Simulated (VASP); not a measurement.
# Lu: single point with PBEsol

The system is Lu.

```
Lu
1.0
     3.44321    0.00000    0.00000
    -1.72161    2.98191    0.00000
     0.00000    0.00000    5.35077
Lu
2
Direct
  0.33333 0.66667 0.75000
  0.66667 0.33333 0.25000
```

```
Program                : VASP 6.6.1
Task                   : single point
Functional             : PBEsol
Potentials or basis    : VASP PAW PBE potentials, release 64 (Lu)
Cutoff                 : 520 eV
k mesh                 : 14 × 14 × 8
Occupations            : gaussian, width 0.05 eV
Spin                   : no spin polarisation
Dipole correction      : no
Further INCAR settings : ALGO = Normal; EDIFF = 1e-06; NBANDS = 32
```

* Pressure: 0.1 GPa
* Band gap on the k mesh: zero (bands 25 and 26 overlap by 1.92 eV)

Levels at points of the mesh, in eV from the Fermi level:
```csv
k point,band 21,band 22,band 23,band 24,band 25,band 26,band 27,band 28,band 29,band 30
"(0.00, 0.00, 0.00)",-4.74,-4.72,-4.72,-2.49,0.92,2.21,2.21,2.72,3.01,3.01
"(0.50, 0.00, 0.00)",-4.74,-4.72,-2.39,-1.49,-0.93,-0.30,1.73,1.84,2.54,6.44
"(0.00, 0.00, 0.50)",-4.72,-4.72,-4.40,-4.40,1.26,1.26,2.10,2.10,2.10,2.10
"(0.50, 0.00, 0.50)",-4.75,-4.75,-2.21,-2.21,0.13,0.13,1.51,1.51,3.47,3.47
```

It took 5 min on 1 thread of Intel Xeon 8259CL, with other jobs on the host, peak memory 0.3 GiB.

Caveat: the PAW data sets were made with another functional, which shifts forces and pressure a little; spin-orbit coupling is left out, which moves the levels of the heavy elements.
